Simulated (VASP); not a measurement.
# Ir in VASP: single point with PBEsol

Aim: the single point of Ir with PBEsol.

All numbers are computed with VASP 6.6.1; they aren't measurements. Logs are shortened: lines on timing, memory, paths and dates and some standing lists are left out, and cuts for length are marked.

## Step 1: The cell of the first run

The cell holds a slab with vacuum, 25 atoms: a = 5.431 Å, b = 8.146 Å, c = 16.760 Å, α = 90.00°, β = 90.00°, γ = 90.00°.

## Step 2: Single point, PBEsol

INCAR reads:

```
SYSTEM = Ir
  ALGO = Normal
  EDIFF = 1E-7
  ENCUT = 520
  GGA = PS
  ISIF = 2
  ISMEAR = -1
  LASPH = .True.
  LCHARG = .False.
  LREAL = Auto
  LWAVE = .False.
  NBANDS = 130
  NELM = 100
  PREC = Accurate
  SIGMA = 0.1
```

KPOINTS reads:

```
k-points
0
Gamma
  2 2 1
  0 0 0
```

POSCAR reads:

```
Ir
1.0
    5.4305800000      0.0000000000      0.0000000000
    0.0000000000      8.1458700000      0.0000000000
    0.0000000000      0.0000000000     16.7600000000
Ir
25
Direct
    0.2500000000      0.1666667000      0.0596659000
    0.7500000000      0.1666667000      0.0596659000
    0.2500000000      0.5000000000      0.0596659000
    0.7500000000      0.5000000000      0.0596659000
    0.2500000000      0.8333333000      0.0596659000
    0.7500000000      0.8333333000      0.0596659000
   -0.0001794840     -0.0001934893      0.1687897729
    0.5001788916     -0.0001911340      0.1687725725
   -0.0001867886      0.3335507910      0.1687827148
    0.5001851386      0.3335490397      0.1687655483
    0.0019365111      0.6666815058      0.1665604241
    0.4982864522      0.6666819031      0.1665459123
    0.2501504378      0.1667333278      0.2829605216
    0.7500010345      0.1667193763      0.2837012904
    0.2501916385      0.5000260394      0.2829303514
    0.7499696646      0.4995864442      0.2836772932
    0.2501906365      0.8333651011      0.2829438409
    0.7499683978      0.8337943854      0.2836769176
    0.0000210311     -0.0057303711      0.3959863622
    0.5003065895     -0.0058298273      0.3961781218
   -0.0000291622      0.3392129486      0.3960516468
    0.5003081510      0.3392993801      0.3962540618
   -0.0006645908      0.6666609195      0.3916248406
    0.5009926514      0.6666539728      0.3917499903
    0.2498838271      0.1666079295      0.4906209695
```

Potentials or basis: VASP PAW PBE potentials, release 64 (Ir).

Launch:

```console
cat potpaw_PBE.64/Ir/POTCAR > POTCAR
mpirun -np 1 vasp_std > vasp.out
```

OUTCAR:

```text
SYSTEM = Ir
   EDIFF = 1E-7
   ENCUT = 520
   GGA = PS
   ISIF = 2
   ISMEAR = -1
   LASPH = .True.
   LREAL = Auto
   NELM = 100
   PREC = Accurate

 ion  position               nearest neighbor table
   1  0.250  0.167  0.060-   8 2.65  10 2.65   7 2.65   9 2.65   3 2.72   2 2.72   2 2.72   5 2.72

   2  0.750  0.167  0.060-   8 2.65  10 2.65   9 2.65   7 2.65   4 2.72   1 2.72   1 2.72   6 2.72

   3  0.250  0.500  0.060-  11 2.62  12 2.62  10 2.65   9 2.65   1 2.72   5 2.72   4 2.72   4 2.72

   4  0.750  0.500  0.060-  12 2.63  11 2.63  10 2.65   9 2.65   2 2.72   6 2.72   3 2.72   3 2.72

   5  0.250  0.833  0.060-  11 2.62  12 2.62   8 2.65   7 2.65   3 2.72   6 2.72   6 2.72   1 2.72

   6  0.750  0.833  0.060-  12 2.63  11 2.63   8 2.65   7 2.65   4 2.72   5 2.72   5 2.72   2 2.72
[... 19 lines left out ...]
  16  0.750  0.500  0.284-  23 2.64  24 2.64  21 2.66  22 2.67  14 2.71  15 2.71   9 2.72  10 2.72
                            15 2.72  18 2.72  12 2.75  11 2.75
  17  0.250  0.833  0.283-  23 2.65  24 2.65  19 2.67  20 2.68   8 2.71   7 2.71  18 2.71  15 2.72
                            13 2.72  18 2.72  12 2.73  11 2.73
  18  0.750  0.834  0.284-  23 2.64  24 2.64  19 2.66  20 2.66  14 2.71  17 2.71   7 2.72   8 2.72
                            17 2.72  16 2.72  12 2.75  11 2.75
  19  0.000  0.994  0.396-  25 2.52  18 2.66  23 2.67  17 2.67  14 2.71  20 2.71  20 2.72  13 2.72
                            21 2.81
  20  0.500  0.994  0.396-  25 2.52  18 2.66  24 2.67  17 2.68  19 2.71  14 2.71  19 2.72  13 2.72
                            22 2.81
  21  1.000  0.339  0.396-  25 2.52  16 2.66  23 2.67  15 2.68  14 2.71  22 2.71  22 2.72  13 2.72
                            19 2.81
  22  0.500  0.339  0.396-  25 2.52  16 2.67  24 2.67  15 2.68  21 2.71  14 2.72  21 2.72  13 2.73
                            20 2.81
  23  0.999  0.667  0.392-  16 2.64  18 2.64  15 2.65  17 2.65  21 2.67  19 2.67  24 2.71  24 2.72

  24  0.501  0.667  0.392-  16 2.64  18 2.64  15 2.65  17 2.65  22 2.67  20 2.67  23 2.71  23 2.72

  25  0.250  0.167  0.491-  19 2.52  20 2.52  22 2.52  21 2.52

  LATTYP: Found a simple orthorhombic cell.
 ALAT       =     5.4305800000
 B/A-ratio  =     1.5000000000
 C/A-ratio  =     3.0862265172

  Lattice vectors:

 A1 = (   5.4305800000,   0.0000000000,   0.0000000000)
 A2 = (   0.0000000000,   8.1458700000,   0.0000000000)
 A3 = (   0.0000000000,   0.0000000000,  16.7600000000)

Analysis of symmetry for initial positions (statically):
=====================================================================
 Subroutine PRICEL returns:
 Original cell was already a primitive cell.

 Routine SETGRP: Setting up the symmetry group for a
 simple orthorhombic supercell.

 Subroutine GETGRP returns: Found  1 space group operations
 (whereof  1 operations were pure point group operations)
 out of a pool of  8 trial point group operations.

The static configuration has the point symmetry C_1 .

Analysis of symmetry for dynamics (positions and initial velocities):
=====================================================================
 Subroutine PRICEL returns:
 Original cell was already a primitive cell.

 Routine SETGRP: Setting up the symmetry group for a
 simple orthorhombic supercell.

 Subroutine GETGRP returns: Found  1 space group operations
 (whereof  1 operations were pure point group operations)
 out of a pool of  8 trial point group operations.

The dynamic configuration has the point symmetry C_1 .

 Subroutine INISYM returns: Found  1 space group operations
 (whereof  1 operations are pure point group operations),
 and found     1 'primitive' translations

----------------------------------------------------------------------------------------

                                     Primitive cell

  volume of cell :     741.4087

  direct lattice vectors                    reciprocal lattice vectors
     5.430580000  0.000000000  0.000000000     0.184142394  0.000000000  0.000000000
     0.000000000  8.145870000  0.000000000     0.000000000  0.122761596  0.000000000
     0.000000000  0.000000000 16.760000000     0.000000000  0.000000000  0.059665871

  length of vectors
     5.430580000  8.145870000 16.760000000     0.184142394  0.122761596  0.059665871

  position of ions in fractional coordinates (direct lattice)
     0.250000000  0.166666700  0.059665900
     0.750000000  0.166666700  0.059665900
     0.250000000  0.500000000  0.059665900
     0.750000000  0.500000000  0.059665900
     0.250000000  0.833333300  0.059665900
     0.750000000  0.833333300  0.059665900
[... 17 lines left out ...]
     0.500992651  0.666653973  0.391749990
     0.249883827  0.166607930  0.490620970

  ion indices of the primitive-cell ions
   primitive index   ion index
                 1           1
                 2           2
                 3           3
                 4           4
                 5           5
                 6           6
[... 17 lines left out ...]
                24          24
                25          25

----------------------------------------------------------------------------------------

 KPOINTS: k-points

Automatic generation of k-mesh.
 Grid dimensions read from file:
 generate k-points for:    2    2    1

 Generating k-lattice:

  Cartesian coordinates                     Fractional coordinates (reciprocal lattice)
     0.092071197  0.000000000  0.000000000     0.500000000  0.000000000  0.000000000
     0.000000000  0.061380798  0.000000000     0.000000000  0.500000000  0.000000000
     0.000000000  0.000000000  0.059665871     0.000000000  0.000000000  1.000000000

  Length of vectors
     0.092071197  0.061380798  0.059665871

  Shift w.r.t. Gamma in fractional coordinates (k-lattice)
     0.000000000  0.000000000  0.000000000

 Subroutine IBZKPT returns following result:
 ===========================================

 Found      4 irreducible k-points:

 Following reciprocal coordinates:
            Coordinates               Weight
  0.000000  0.000000  0.000000      1.000000
  0.500000  0.000000  0.000000      1.000000
  0.000000  0.500000  0.000000      1.000000
  0.500000  0.500000  0.000000      1.000000
   k-points           NKPTS =      4   k-points in BZ     NKDIM =      4   number of bands    NBANDS=    130
   number of dos      NEDOS =    301   number of ions     NIONS =     25
   total plane-waves  NPLWV = 322560
   dimension x,y,z NGX =    40 NGY =   64 NGZ =  126
   dimension x,y,z NGXF=    80 NGYF=  128 NGZF=  252
   ions per type =              25
   NGX,Y,Z   is equivalent  to a cutoff of  12.25, 13.06, 12.50 a.u.
   NGXF,Y,Z  is equivalent  to a cutoff of  24.49, 26.12, 25.00 a.u.
 SYSTEM =  Ir
   PREC   = accura    normal or accurate (medium, high low for compatibility)
   ISTART =      0    job   : 0-new  1-cont  2-samecut
   ICHARG =      2    charge: 1-file 2-atom 10-const
   ISPIN  =      1    spin polarized calculation?
   LNONCOLLINEAR =      F non collinear calculations
   LSORBIT =      F    spin-orbit coupling
   LASPH  =      T    aspherical Exc in radial PAW
   ENCUT  =  520.0 eV  38.22 Ry    6.18 a.u.  10.10 15.15 31.16*2*pi/ulx,y,z
   NELM   =    100;   NELMIN=  2; NELMDL= -5     # of ELM steps
   EDIFF  = 0.1E-06   stopping-criterion for ELM
   LREAL  =      T    real-space projection
   EDIFFG = 0.1E-05   stopping-criterion for IOM
   NSW    =      0    number of steps for IOM
   IBRION =     -1    ionic relax: 0-MD 1-quasi-New 2-CG
   NFREE  =      0    steps in history (QN), initial steepest desc. (CG)
   ISIF   =      2    stress and relaxation
   ISYM   =      2    0-nonsym 1-usesym 2-fastsym
   POTIM  = 0.5000    time-step for ionic-motion
   TEBEG  =    0.0;   TEEND  =   0.0 temperature during run
   PSTRESS=    0.0 pullay stress
   NELECT =     225.0000    total number of electrons
   NUPDOWN=      -1.0000    fix difference up-down
   EMIN   =  10.00;   EMAX   =-10.00  energy-range for DOS
   EFERMI =   0.00;   METHOD = LEGACY
   ISMEAR =    -1;   SIGMA  =   0.10  broadening in eV -4-tet -1-fermi 0-gaus
   EFERMI_NEDOS =   21; number of points for ismear=-14 and -15
   IALGO  =     38    algorithm
   IMIX   =      4    mixing-type and parameters
     AMIX     =   0.40;   BMIX     =  1.00
     AMIX_MAG =   1.60;   BMIX_MAG =  1.00
  volume/ion in A,a.u.               =      29.66       200.13
  Fermi-wavevector in a.u.,A,eV,Ry     =   1.100145  2.078972 16.467378  1.210318
  Thomas-Fermi vector in A             =   2.236551
   LORBIT       =      0    0 simple, 1 ext, 2 COOP (PROOUT), +10 PAW based schemes
   GGA     = PS    functional components
   LHFCALC =     F    Hartree Fock is set to
   AEXX    =    0.0000 exact exchange contribution
   IVDW    =     0    specifies the selected vdW correction
   LEPSILON=     F    determine dielectric tensor
   LRPA    =     F    only Hartree local field effects (RPA)
 non-spin polarized calculation
  energy-cutoff  :      520.00
  volume of cell :      741.41
 maximum number of plane-waves:     20012
   NGX = 21   NGY = 31   NGZ = 63

 number of electron     224.9999986 magnetization

 Free energy of the ion-electron system (eV)
  ---------------------------------------------------
  ext. energy  EPLUGINS =         0.00000000
  ---------------------------------------------------
  free energy    TOTEN  =      -228.52772691 eV

  energy without entropy =     -227.36770488  energy(sigma->0) =     -227.94771589

 E-fermi :   2.0243     XC(G=0):  -7.9139

 val. band max:        2.0231634790   @ k =   0.0000   0.0000   0.0000
 cond. band min:       2.0271764039   @ k =   0.5000   0.0000   0.0000
 fundamental gap:      0.0040129248
 Fermi energy:         2.0243155173

 k-point     1 :       0.0000    0.0000    0.0000
  band No.  band energies     occupation
      1      -8.4502      2.00000
      2      -6.6235      2.00000
      3      -6.2227      2.00000
      4      -6.1604      2.00000
      5      -5.6648      2.00000
      6      -5.6170      2.00000
[... 116 lines left out ...]
    123       2.9166      0.00027
    124       2.9173      0.00026

 k-point     2 :       0.5000    0.0000    0.0000
  band No.  band energies     occupation
      1      -6.9562      2.00000
      2      -6.9341      2.00000
      3      -5.7315      2.00000
      4      -5.6867      2.00000
      5      -5.1282      2.00000
      6      -5.1279      2.00000
[... 116 lines left out ...]
    123       2.2199      0.24782
    124       2.2576      0.17694

 k-point     3 :       0.0000    0.5000    0.0000
  band No.  band energies     occupation
      1      -7.7242      2.00000
      2      -7.7051      2.00000
      3      -6.1019      2.00000
      4      -6.0514      2.00000
      5      -5.6574      2.00000
      6      -5.6115      2.00000
[... 116 lines left out ...]
    123       2.9423      0.00021
    124       3.0136      0.00010

 k-point     4 :       0.5000    0.5000    0.0000
  band No.  band energies     occupation
      1      -6.2689      2.00000
      2      -6.2667      2.00000
      3      -6.2566      2.00000
      4      -6.2291      2.00000
      5      -5.0500      2.00000
      6      -4.9385      2.00000
[... 116 lines left out ...]
    123       2.3615      0.06635
    124       2.4595      0.02544
 [bands above 124 left out]

------------------------ aborting loop because EDIFF is reached ----------------------------------------

  FORCE on cell =-STRESS in cart. coord.  units (eV):
  Direction    XX          YY          ZZ          XY          YZ          ZX
  --------------------------------------------------------------------------------------
  -------------------------------------------------------------------------------------
  Total      -39.7042002    -11.9714793      2.2091563      0.0008266     -0.0105290     -0.0490717
  in kB      -85.8004033    -25.8702543      4.7739659      0.0017863     -0.0227531     -0.1060434
  external PRESSURE =     -35.6322306 kB  Pullay stress =       0.0000000 kB

 VOLUME and BASIS-vectors are now :
 -----------------------------------------------------------------------------
  energy-cutoff  :      520.00
  volume of cell :      741.41
      direct lattice vectors                 reciprocal lattice vectors
     5.430580000  0.000000000  0.000000000     0.184142394  0.000000000  0.000000000
     0.000000000  8.145870000  0.000000000     0.000000000  0.122761596  0.000000000
     0.000000000  0.000000000 16.760000000     0.000000000  0.000000000  0.059665871

 POSITION                                       TOTAL-FORCE (eV/Angst)
 -----------------------------------------------------------------------------------
      1.35764      1.35765      1.00000        -0.000848      0.001918     -0.007763
      4.07294      1.35765      1.00000         0.002039      0.001722      0.024011
      1.35764      4.07294      1.00000         0.000944     -0.255324     -0.138868
      4.07294      4.07294      1.00000         0.003105     -0.120655     -0.103412
      1.35764      6.78822      1.00000         0.000911      0.256358     -0.136172
      4.07294      6.78822      1.00000         0.003045      0.121700     -0.101399
[... 17 lines left out ...]
      2.72068      5.43048      6.56573         0.011151      0.005075      0.057469
      1.35701      1.35717      8.22281         0.006635      0.004853      0.093592
 -----------------------------------------------------------------------------------
    total drift:                               -0.000529     -0.000918     -0.002488

  FREE ENERGIE OF THE ION-ELECTRON SYSTEM (eV)
  ---------------------------------------------------
  free  energy   TOTEN  =      -228.5277269109 eV

  energy  without entropy=     -227.3677048770  energy(sigma->0) =     -227.94771589
```

Run time: 15 min. Hardware: 1 thread of AMD EPYC 9R45 (Zen 5), shared host; peak memory 0.73 GiB.

What came out:

* Free energy: -228.5277 eV
* Largest force: 0.291 eV/Å
* Band gap on the k mesh: zero (an odd number of electrons rules out a gap without spin polarisation)

Forces on the atoms (eV/Å):
```
Ir  -0.001  0.002 -0.008
Ir   0.002  0.002  0.024
Ir   0.001 -0.255 -0.139
Ir   0.003 -0.121 -0.103
Ir   0.001  0.256 -0.136
Ir   0.003  0.122 -0.101
Ir   0.017  0.001  0.009
Ir  -0.012  0.003  0.009
Ir   0.018 -0.001  0.010
Ir  -0.013 -0.003  0.010
Ir  -0.005 -0.001  0.027
Ir  -0.001 -0.001  0.026
Ir  -0.003 -0.001 -0.010
Ir   0.001 -0.001  0.033
Ir  -0.006  0.006 -0.013
Ir   0.006 -0.001 -0.006
Ir  -0.005 -0.011 -0.016
Ir   0.006 -0.002 -0.003
Ir  -0.038 -0.024  0.057
Ir   0.031 -0.018  0.024
Ir  -0.033  0.018  0.052
Ir   0.028  0.015  0.016
Ir  -0.017  0.005  0.089
Ir   0.011  0.005  0.057
Ir   0.007  0.005  0.094
```

Caveat: the k points lie up to 0.58 Å⁻¹ apart, too coarse for converged energies and pressures of a metal; the PAW data sets were made with another functional, which shifts forces and pressure a little; spin-orbit coupling is left out, which moves the levels of the heavy elements.
